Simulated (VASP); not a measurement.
# BN (P6_3/mmc) in VASP: a series of runs

BN is run at these levels: BLYP, PBEsol, RPBE, r2SCAN; tasks: single point.

All numbers are computed with VASP 6.6.1; they aren't measurements. Logs are shortened: lines on timing, memory, paths and dates and some standing lists are left out, and cuts for length are marked.

## (1) The cell of the first run

Symmetry: P6_3/mmc, No. 194, hexagonal system. Conventional cell: a = 2.498 Å, b = 2.498 Å, c = 6.636 Å, α = 90.00°, β = 90.00°, γ = 120.00°. B (site symmetry -6m2) has 3 N at 1.44 Å within 1.9 Å. N (site symmetry -6m2) has 3 B at 1.44 Å within 1.9 Å.

## (2) Single point, BLYP

INCAR reads:

```
  PREC = Accurate
  ENCUT = 520
  EDIFF = 1E-6
  ISMEAR = 0
  SIGMA = 0.01
  LREAL = F
  LASPH = T
  NELM = 80
  ALGO = Normal
  ISIF = 2
  LWAVE = F
  LCHARG = F
  GGA = B5
  ALDAX = 1.0
  AGGAX = 1.0
  AGGAC = 1.0
  ALDAC = 0.0
  NBANDS = 16
```

KPOINTS reads:

```
regular mesh
0
Gamma
  8 8 3
```

POSCAR reads:

```
BN
1.0
    2.4982400000      0.0000000000      0.0000000000
   -1.2491200000      2.1635390000      0.0000000000
    0.0000000000      0.0000000000      6.6357000000
B N
2 2
Direct
    0.3333333333      0.6666666667      0.2500000000
    0.6666666667      0.3333333333      0.7500000000
    0.3333333333      0.6666666667      0.7500000000
    0.6666666667      0.3333333333      0.2500000000
```

Potentials or basis: VASP PAW PBE potentials, release 64 (B, N).

Launch:

```
$ cat potpaw_PBE.64/B/POTCAR potpaw_PBE.64/N/POTCAR > POTCAR
$ mpirun -np 1 vasp_std > vasp.out
```

OUTCAR:

```text
PREC = Accurate
   ENCUT = 520
   EDIFF = 1E-6
   ISMEAR = 0
   LREAL = F
   LASPH = T
   NELM = 80
   ISIF = 2
   GGA = B5

 ion  position               nearest neighbor table
   1  0.333  0.667  0.250-   4 1.44   4 1.44   4 1.44
   2  0.667  0.333  0.750-   3 1.44   3 1.44   3 1.44
   3  0.333  0.667  0.750-   2 1.44   2 1.44   2 1.44
   4  0.667  0.333  0.250-   1 1.44   1 1.44   1 1.44

  LATTYP: Found a hexagonal cell.
 ALAT       =     2.4982400000
 C/A-ratio  =     2.6561499296

  Lattice vectors:

 A1 = (   2.4982400000,   0.0000000000,   0.0000000000)
 A2 = (  -1.2491200000,   2.1635390000,   0.0000000000)
 A3 = (   0.0000000000,   0.0000000000,   6.6357000000)

Analysis of symmetry for initial positions (statically):
=====================================================================
 Subroutine PRICEL returns:
 Original cell was already a primitive cell.

 Routine SETGRP: Setting up the symmetry group for a
 hexagonal supercell.

 Subroutine GETGRP returns: Found 24 space group operations
 (whereof 12 operations were pure point group operations)
 out of a pool of 24 trial point group operations.

The static configuration has the point symmetry D_3d.
 The point group associated with its full space group is D_6h.

Analysis of symmetry for dynamics (positions and initial velocities):
=====================================================================
 Subroutine PRICEL returns:
 Original cell was already a primitive cell.

 Routine SETGRP: Setting up the symmetry group for a
 hexagonal supercell.

 Subroutine GETGRP returns: Found 24 space group operations
 (whereof 12 operations were pure point group operations)
 out of a pool of 24 trial point group operations.

The dynamic configuration has the point symmetry D_3d.
 The point group associated with its full space group is D_6h.

 Subroutine INISYM returns: Found 24 space group operations
 (whereof 12 operations are pure point group operations),
 and found     1 'primitive' translations

----------------------------------------------------------------------------------------

                                     Primitive cell

  volume of cell :      35.8662

  direct lattice vectors                    reciprocal lattice vectors
     2.498240000  0.000000000  0.000000000     0.400281798  0.231102837  0.000000000
[... 84 lines left out ...]
   NELM   =     80;   NELMIN=  2; NELMDL= -5     # of ELM steps
   EDIFF  = 0.1E-05   stopping-criterion for ELM
   LREAL  =      F    real-space projection
   EDIFFG = 0.1E-04   stopping-criterion for IOM
   NSW    =      0    number of steps for IOM
   IBRION =     -1    ionic relax: 0-MD 1-quasi-New 2-CG
   NFREE  =      0    steps in history (QN), initial steepest desc. (CG)
   ISIF   =      2    stress and relaxation
   ISYM   =      2    0-nonsym 1-usesym 2-fastsym
   POTIM  = 0.5000    time-step for ionic-motion
   TEBEG  =    0.0;   TEEND  =   0.0 temperature during run
   PSTRESS=    0.0 pullay stress
   NELECT =      16.0000    total number of electrons
   NUPDOWN=      -1.0000    fix difference up-down
   EMIN   =  10.00;   EMAX   =-10.00  energy-range for DOS
   EFERMI =   0.00;   METHOD = LEGACY
   ISMEAR =     0;   SIGMA  =   0.01  broadening in eV -4-tet -1-fermi 0-gaus
   EFERMI_NEDOS =   21; number of points for ismear=-14 and -15
   IALGO  =     38    algorithm
   IMIX   =      4    mixing-type and parameters
     AMIX     =   0.40;   BMIX     =  1.00
     AMIX_MAG =   1.60;   BMIX_MAG =  1.00
  volume/ion in A,a.u.               =       8.97        60.51
  Fermi-wavevector in a.u.,A,eV,Ry     =   1.250891  2.363842 21.289435  1.564729
  Thomas-Fermi vector in A             =   2.384864
   LORBIT       =      0    0 simple, 1 ext, 2 COOP (PROOUT), +10 PAW based schemes
   GGA     = B5    functional components
   LHFCALC =     F    Hartree Fock is set to
   AEXX    =    0.0000 exact exchange contribution
   IVDW    =     0    specifies the selected vdW correction
   LEPSILON=     F    determine dielectric tensor
   LRPA    =     F    only Hartree local field effects (RPA)
 non-spin polarized calculation
 Gauss-broadening in eV      SIGMA  =   0.01
  energy-cutoff  :      520.00
  volume of cell :       35.87
 maximum number of plane-waves:       985
 NGX is ok and might be reduce to    20
   NGX =  9   NGY =  9   NGZ = 25

 number of electron      15.9999997 magnetization

 Free energy of the ion-electron system (eV)
  ---------------------------------------------------
  ext. energy  EPLUGINS =         0.00000000
  ---------------------------------------------------
  free energy    TOTEN  =       -33.62833614 eV

  energy without entropy =      -33.62833614  energy(sigma->0) =      -33.62833614

 E-fermi :   2.7373     XC(G=0):  -9.6057

 val. band max:        2.6859295514   @ k =   0.3750   0.2500   0.0000
 cond. band min:       7.0351547691   @ k =   0.5000   0.0000   0.0000
 fundamental gap:      4.3492252177
 Fermi energy:         2.7372713927

 k-point     1 :       0.0000    0.0000    0.0000
  band No.  band energies     occupation
      1     -15.0821      2.00000
      2     -14.7868      2.00000
      3      -3.5272      2.00000
      4      -1.4059      2.00000
      5       1.2494      2.00000
      6       1.2494      2.00000
[... 357 lines left out ...]
      3      -5.5149      2.00000
      4      -5.4640      2.00000
      5      -3.8865      2.00000
      6      -3.8554      2.00000
[... 8 lines left out ...]
     15      19.0833      0.00000
     16      19.6350      0.00000

------------------------ aborting loop because EDIFF is reached ----------------------------------------

  FORCE on cell =-STRESS in cart. coord.  units (eV):
  Direction    XX          YY          ZZ          XY          YZ          ZX
  --------------------------------------------------------------------------------------
  -------------------------------------------------------------------------------------
  Total        1.8479965      1.8479960      1.0502975      0.0000000      0.0000000      0.0000000
  in kB       82.5517151     82.5516918     46.9177599      0.0000000      0.0000000      0.0000000
  external PRESSURE =      70.6737223 kB  Pullay stress =       0.0000000 kB

 VOLUME and BASIS-vectors are now :
 -----------------------------------------------------------------------------
  energy-cutoff  :      520.00
  volume of cell :       35.87
      direct lattice vectors                 reciprocal lattice vectors
     2.498240000  0.000000000  0.000000000     0.400281798  0.231102837  0.000000000
    -1.249120000  2.163539000  0.000000000     0.000000000  0.462205673  0.000000000
     0.000000000  0.000000000  6.635700000     0.000000000  0.000000000  0.150700002

 POSITION                                       TOTAL-FORCE (eV/Angst)
 -----------------------------------------------------------------------------------
     -0.00000      1.44236      1.65892         0.000000     -0.000000      0.000000
      1.24912      0.72118      4.97677        -0.000000      0.000000      0.000000
     -0.00000      1.44236      4.97677        -0.000000     -0.000000      0.000000
      1.24912      0.72118      1.65892         0.000000      0.000000      0.000000
 -----------------------------------------------------------------------------------
    total drift:                                0.000000     -0.000000      0.000000

  FREE ENERGIE OF THE ION-ELECTRON SYSTEM (eV)
  ---------------------------------------------------
  free  energy   TOTEN  =       -33.6283361438 eV

  energy  without entropy=      -33.6283361438  energy(sigma->0) =      -33.62833614
```

stdout:

```text
POSCAR found type information on POSCAR B N
 POSCAR found :  2 types and       4 ions
 scaLAPACK will be used
 -----------------------------------------------------------------------------
|                                                                             |
|                                                                             |
|     You enforced a specific xc type in the INCAR file but a different       |
|     I HOPE YOU KNOW WHAT YOU ARE DOING!                                     |
|                                                                             |
 -----------------------------------------------------------------------------

 LDA part: xc-table for (Slater(with rela. corr.)+VWN5), standard interpolation
 POSCAR, INCAR and KPOINTS ok, starting setup
 FFT: planning ... GRIDC
 FFT: planning ... GRID_SOFT
 FFT: planning ... GRID
 WAVECAR not read
 entering main loop
```

Wall time 20 s (1 thread of Intel Xeon Platinum 8259CL at 2.50GHz (Skylake/Cascade Lake), shared host); peak memory 0.14 GiB.

What came out:

```yaml
Free_energy: -33.6283 eV
Pressure: 7.1 GPa
Band_gap_on_the_k_mesh: 4.35 eV, indirect (least direct gap 4.75 eV)
```

Caveat: the PAW data sets were made with another functional, which shifts forces and pressure a little; this functional lacks dispersion, which binds the layers, so the pressure and a relaxed spacing across them are unreliable.

## (3) Single point, PBEsol

INCAR reads:

```
SYSTEM = BN
PREC     = Accurate       ! precision mode
ENCUT    = 520            ! plane-wave cutoff, eV
EDIFF    = 1E-7           ! SCF threshold, eV
ISMEAR   = 0              ! smearing method
SIGMA    = 0.01           ! smearing width, eV
LREAL    = .FALSE.        ! projectors in reciprocal space
LASPH    = .TRUE.         ! aspherical terms in the spheres
NELM     = 60             ! most SCF steps
ALGO     = Normal         ! electronic algorithm
ISIF     = 2              ! what is computed and relaxed
LWAVE    = .FALSE.        ! write WAVECAR
LCHARG   = .FALSE.        ! write CHGCAR
GGA      = PS             ! functional
NBANDS   = 16             ! bands
```

KPOINTS reads:

```
regular mesh
0
G
  8 8 3
  0 0 0
```

POSCAR is that of step 2.

Potentials or basis: VASP PAW PBE potentials, release 64 (B, N).

Launch:

```
$ cat potpaw_PBE.64/B/POTCAR potpaw_PBE.64/N/POTCAR > POTCAR
$ mpirun -np 1 vasp_std > vasp.out
```

OUTCAR:

```text
SYSTEM = BN
   PREC = Accurate
   ENCUT = 520
   EDIFF = 1E-7
   ISMEAR = 0
   LREAL = .FALSE.
   LASPH = .TRUE.
   NELM = 60
   ISIF = 2
   GGA = PS

 ion  position               nearest neighbor table
   1  0.333  0.667  0.250-   4 1.44   4 1.44   4 1.44
   2  0.667  0.333  0.750-   3 1.44   3 1.44   3 1.44
   3  0.333  0.667  0.750-   2 1.44   2 1.44   2 1.44
   4  0.667  0.333  0.250-   1 1.44   1 1.44   1 1.44

  LATTYP: Found a hexagonal cell.
 ALAT       =     2.4982400000
 C/A-ratio  =     2.6561499296

  Lattice vectors:

 A1 = (   2.4982400000,   0.0000000000,   0.0000000000)
 A2 = (  -1.2491200000,   2.1635390000,   0.0000000000)
 A3 = (   0.0000000000,   0.0000000000,   6.6357000000)

Analysis of symmetry for initial positions (statically):
=====================================================================
 Subroutine PRICEL returns:
 Original cell was already a primitive cell.

 Routine SETGRP: Setting up the symmetry group for a
 hexagonal supercell.

 Subroutine GETGRP returns: Found 24 space group operations
 (whereof 12 operations were pure point group operations)
 out of a pool of 24 trial point group operations.

The static configuration has the point symmetry D_3d.
 The point group associated with its full space group is D_6h.

Analysis of symmetry for dynamics (positions and initial velocities):
=====================================================================
 Subroutine PRICEL returns:
 Original cell was already a primitive cell.

 Routine SETGRP: Setting up the symmetry group for a
 hexagonal supercell.

 Subroutine GETGRP returns: Found 24 space group operations
 (whereof 12 operations were pure point group operations)
 out of a pool of 24 trial point group operations.

The dynamic configuration has the point symmetry D_3d.
 The point group associated with its full space group is D_6h.

 Subroutine INISYM returns: Found 24 space group operations
 (whereof 12 operations are pure point group operations),
 and found     1 'primitive' translations

----------------------------------------------------------------------------------------

                                     Primitive cell

  volume of cell :      35.8662

  direct lattice vectors                    reciprocal lattice vectors
     2.498240000  0.000000000  0.000000000     0.400281798  0.231102837  0.000000000
    -1.249120000  2.163539000  0.000000000     0.000000000  0.462205673  0.000000000
     0.000000000  0.000000000  6.635700000     0.000000000  0.000000000  0.150700002

  length of vectors
     2.498240000  2.498239736  6.635700000     0.462205624  0.462205673  0.150700002

  position of ions in fractional coordinates (direct lattice)
     0.333333333  0.666666667  0.250000000
     0.666666667  0.333333333  0.750000000
     0.333333333  0.666666667  0.750000000
     0.666666667  0.333333333  0.250000000

  ion indices of the primitive-cell ions
   primitive index   ion index
                 1           1
                 2           2
                 3           3
                 4           4

----------------------------------------------------------------------------------------
[... 24 lines left out ...]

 Following reciprocal coordinates:
            Coordinates               Weight
  0.000000  0.000000  0.000000      1.000000
  0.125000  0.000000  0.000000      6.000000
  0.250000  0.000000  0.000000      6.000000
  0.375000  0.000000  0.000000      6.000000
  0.500000  0.000000  0.000000      3.000000
  0.125000  0.125000  0.000000      6.000000
[... 12 lines left out ...]
  0.250000  0.250000  0.333333     12.000000
  0.375000  0.250000  0.333333     12.000000
   k-points           NKPTS =     20   k-points in BZ     NKDIM =     20   number of bands    NBANDS=     16
   number of dos      NEDOS =    301   number of ions     NIONS =      4
   total plane-waves  NPLWV =  20000
   dimension x,y,z NGX =    20 NGY =   20 NGZ =   50
   dimension x,y,z NGXF=    40 NGYF=   40 NGZF=  100
   ions per type =               2   2
   NGX,Y,Z   is equivalent  to a cutoff of  13.31, 13.31, 12.53 a.u.
   NGXF,Y,Z  is equivalent  to a cutoff of  26.62, 26.62, 25.05 a.u.
 SYSTEM =  BN
   PREC   = accura    normal or accurate (medium, high low for compatibility)
   ISTART =      0    job   : 0-new  1-cont  2-samecut
   ICHARG =      2    charge: 1-file 2-atom 10-const
   ISPIN  =      1    spin polarized calculation?
   LNONCOLLINEAR =      F non collinear calculations
   LSORBIT =      F    spin-orbit coupling
   LASPH  =      T    aspherical Exc in radial PAW
   ENCUT  =  520.0 eV  38.22 Ry    6.18 a.u.   4.65  4.65 12.34*2*pi/ulx,y,z
   NELM   =     60;   NELMIN=  2; NELMDL= -5     # of ELM steps
   EDIFF  = 0.1E-06   stopping-criterion for ELM
   LREAL  =      F    real-space projection
   EDIFFG = 0.1E-05   stopping-criterion for IOM
   NSW    =      0    number of steps for IOM
   IBRION =     -1    ionic relax: 0-MD 1-quasi-New 2-CG
   NFREE  =      0    steps in history (QN), initial steepest desc. (CG)
   ISIF   =      2    stress and relaxation
   ISYM   =      2    0-nonsym 1-usesym 2-fastsym
   POTIM  = 0.5000    time-step for ionic-motion
   TEBEG  =    0.0;   TEEND  =   0.0 temperature during run
   PSTRESS=    0.0 pullay stress
   NELECT =      16.0000    total number of electrons
   NUPDOWN=      -1.0000    fix difference up-down
   EMIN   =  10.00;   EMAX   =-10.00  energy-range for DOS
   EFERMI =   0.00;   METHOD = LEGACY
   ISMEAR =     0;   SIGMA  =   0.01  broadening in eV -4-tet -1-fermi 0-gaus
   EFERMI_NEDOS =   21; number of points for ismear=-14 and -15
   IALGO  =     38    algorithm
   IMIX   =      4    mixing-type and parameters
     AMIX     =   0.40;   BMIX     =  1.00
     AMIX_MAG =   1.60;   BMIX_MAG =  1.00
  volume/ion in A,a.u.               =       8.97        60.51
  Fermi-wavevector in a.u.,A,eV,Ry     =   1.250891  2.363842 21.289435  1.564729
  Thomas-Fermi vector in A             =   2.384864
   LORBIT       =      0    0 simple, 1 ext, 2 COOP (PROOUT), +10 PAW based schemes
   GGA     = PS    functional components
   LHFCALC =     F    Hartree Fock is set to
   AEXX    =    0.0000 exact exchange contribution
   IVDW    =     0    specifies the selected vdW correction
   LEPSILON=     F    determine dielectric tensor
   LRPA    =     F    only Hartree local field effects (RPA)
 non-spin polarized calculation
 Gauss-broadening in eV      SIGMA  =   0.01
  energy-cutoff  :      520.00
  volume of cell :       35.87
 maximum number of plane-waves:       985
 NGX is ok and might be reduce to    20
   NGX =  9   NGY =  9   NGZ = 25

 number of electron      15.9999997 magnetization

 Free energy of the ion-electron system (eV)
  ---------------------------------------------------
  ext. energy  EPLUGINS =         0.00000000
  ---------------------------------------------------
  free energy    TOTEN  =       -36.56274798 eV

  energy without entropy =      -36.56274798  energy(sigma->0) =      -36.56274798

 E-fermi :   2.2861     XC(G=0): -10.3221

 val. band max:        2.2379039686   @ k =   0.3750   0.2500   0.0000
 cond. band min:       6.4022028624   @ k =   0.5000   0.0000   0.0000
 fundamental gap:      4.1642988938
 Fermi energy:         2.2861028030

 k-point     1 :       0.0000    0.0000    0.0000
  band No.  band energies     occupation
      1     -15.5778      2.00000
      2     -15.2729      2.00000
      3      -4.1063      2.00000
      4      -1.9233      2.00000
      5       0.9264      2.00000
      6       0.9264      2.00000
[... 357 lines left out ...]
      3      -6.0463      2.00000
      4      -5.9914      2.00000
      5      -4.3407      2.00000
      6      -4.3094      2.00000
[... 8 lines left out ...]
     15      18.4784      0.00000
     16      18.9615      0.00000

------------------------ aborting loop because EDIFF is reached ----------------------------------------

  FORCE on cell =-STRESS in cart. coord.  units (eV):
  Direction    XX          YY          ZZ          XY          YZ          ZX
  --------------------------------------------------------------------------------------
  -------------------------------------------------------------------------------------
  Total        0.7371435      0.7371433      0.1792397     -0.0000000     -0.0000000      0.0000000
  in kB       32.9288828     32.9288735      8.0068018     -0.0000000     -0.0000000      0.0000000
  external PRESSURE =      24.6215193 kB  Pullay stress =       0.0000000 kB

 VOLUME and BASIS-vectors are now :
 -----------------------------------------------------------------------------
  energy-cutoff  :      520.00
  volume of cell :       35.87
      direct lattice vectors                 reciprocal lattice vectors
     2.498240000  0.000000000  0.000000000     0.400281798  0.231102837  0.000000000
    -1.249120000  2.163539000  0.000000000     0.000000000  0.462205673  0.000000000
     0.000000000  0.000000000  6.635700000     0.000000000  0.000000000  0.150700002

 POSITION                                       TOTAL-FORCE (eV/Angst)
 -----------------------------------------------------------------------------------
     -0.00000      1.44236      1.65892        -0.000000     -0.000000      0.000000
      1.24912      0.72118      4.97677         0.000000      0.000000      0.000000
     -0.00000      1.44236      4.97677         0.000000      0.000000      0.000000
      1.24912      0.72118      1.65892        -0.000000     -0.000000      0.000000
 -----------------------------------------------------------------------------------
    total drift:                                0.000000     -0.000000      0.000000

  FREE ENERGIE OF THE ION-ELECTRON SYSTEM (eV)
  ---------------------------------------------------
  free  energy   TOTEN  =       -36.5627479788 eV

  energy  without entropy=      -36.5627479788  energy(sigma->0) =      -36.56274798
```

Run time: 11 s. Hardware: 1 thread of Intel Xeon Platinum 8259CL at 2.50GHz (Skylake/Cascade Lake), shared host; peak memory 0.14 GiB.

Results:

```
Free energy            : -36.5627 eV
Pressure               : 2.5 GPa
Band gap on the k mesh : 4.16 eV, indirect (least direct gap 4.61 eV)
```

Levels at points of the mesh, in eV from the valence-band top:
```tsv
k point	band 4	band 5	band 6	band 7	band 8	band 9	band 10	band 11	band 12	band 13
(0.00, 0.00, 0.00)	-4.16	-1.31	-1.31	-1.27	-1.27	5.04	10.20	11.55	11.55	11.68
(0.50, 0.00, 0.00)	-8.89	-4.16	-4.09	-1.49	-0.45	4.16	5.59	9.50	9.95	12.49
```

Caveat: the PAW data sets were made with another functional, which shifts forces and pressure a little; this functional lacks dispersion, which binds the layers, so the pressure and a relaxed spacing across them are unreliable.

(Continued in part 2 of 2.)
